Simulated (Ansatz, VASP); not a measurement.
Two plane-wave programs on Cu

The input INCAR:

```
SYSTEM = Cu
PREC = Accurate
ENCUT = 600
EDIFF = 1E-7
ISMEAR = 0
SIGMA = 0.1
LREAL = .False.
LASPH = .True.
NELM = 80
ALGO = Normal
ISIF = 3
LWAVE = .False.
LCHARG = .False.
GGA = PS
IBRION = 2
NSW = 100
EDIFFG = -0.005
```

The input KPOINTS:

```
regular mesh
0
Gamma
  18 18 6
  0 0 0
```

The input POSCAR:

```
Cu
1.0
    2.5307640267      0.0000000000      0.0000000000
   -1.2653820134      2.1917059381      0.0000000000
    0.0000000000      0.0000000000      8.2618150800
Cu
4
Direct
    0.0000000000      0.0000000000      0.0000000000
    0.3333333300      0.6666666700      0.2500000000
    0.0000000000      0.0000000000      0.5000000000
    0.6666666700      0.3333333300      0.7500000000
```

Input for Ansatz:

```yaml
crystal:
  lattice:
    - [2.5307640267, 0.0, 0.0]
    - [-1.2653820134, 2.1917059381, 0.0]
    - [0.0, 0.0, 8.26181508]
  atoms:
    - { symbol: Cu, position: [0.0, 0.0, 0.0] }
    - { symbol: Cu, position: [0.33333333, 0.66666667, 0.25] }
    - { symbol: Cu, position: [0.0, 0.0, 0.5] }
    - { symbol: Cu, position: [0.66666667, 0.33333333, 0.75] }
basis:
  ecutwfc: 420
kpoints:
  mp_grid: { grid: [18, 18, 6] }
hamiltonian:
  xc: pbesol
scf:
  occupations: { method: gaussian, width: 0.1 }
output:
  forces: true
  stress: true
  eigenvalues: true
relax:
  adjacent_minimum: "off"
  f_tol: 0.005
  max_steps: 80
  cell: { stress_tol: 0.05 }
```

Alike in both runs: task relaxation of cell and atoms; functional PBEsol; k mesh 18 × 18 × 6; occupations gaussian, width 0.1 eV; no spin polarisation.

|  | VASP | Ansatz |
| --- | --- | --- |
| version | VASP 6.6.1 | Ansatz 0.2.0 |
| potentials or method | VASP PAW PBE potentials, release 64 (Cu), cutoff 600 eV | scalar-relativistic, plane waves, PAW |
| valence electrons in the cell | 44 | 76 |

|  | VASP | Ansatz | Ansatz less VASP |
| --- | --- | --- | --- |
| gap on the k mesh at the Fermi level, each at its own relaxed structure (eV) | none | none | - |
| relaxed volume (Å³/atom) | 11.37 | 11.32 | -0.054 |
| relaxed cell length with the largest relative difference (Å) | 2.524 | 2.520 | -0.0047 |

VASP's potentials were made for PBE, not for PBEsol. A gap of «none» marks a metal or a gap that the smearing closes. VASP's potentials hold 44 valence electrons a cell and Ansatz's 76, so a difference there can come from the potentials and not from the codes.
